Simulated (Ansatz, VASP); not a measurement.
## One calculation of Fe, two programs

```
Fe
1.0
     0.00000    3.58300    3.58300
     1.79150    0.00000    1.79150
     1.79150    1.79150    0.00000
Fe
2
Direct
  0.00000 0.00000 0.00000
  0.50000 0.00000 0.00000
```

Alike in both runs: task single point; functional PBEsol; k mesh 6 × 12 × 12; occupations fermi-dirac, width 0.1 eV; collinear spin.

|  | VASP | Ansatz |
| --- | --- | --- |
| version | VASP 6.6.1 | Ansatz 0.2.0 |
| potentials or method | VASP PAW PBE potentials, release 64 (Fe), cutoff 520 eV | PAW, plane waves, scalar-relativistic |
| valence electrons in the cell | 16 | 32 |

VASP gave:

* pressure (GPa): -6.8
* net moment per atom (μB): 2.26
* size of the moment on the site where the two differ most (μB): 2.25

**Question.** Which values does Ansatz return?

**Answer.** Pressure (GPa): -18.9; net moment per atom (μB): 1.65; size of the moment on the site where the two differ most (μB): 1.68.

The net moments are unlike, so the other rows may belong to different states. VASP's potentials were made for PBE, not for PBEsol. Site moments also hang on the region over which each program counts them. VASP's potentials hold 16 valence electrons a cell and Ansatz's 32, so a difference there can come from the potentials and not from the codes.
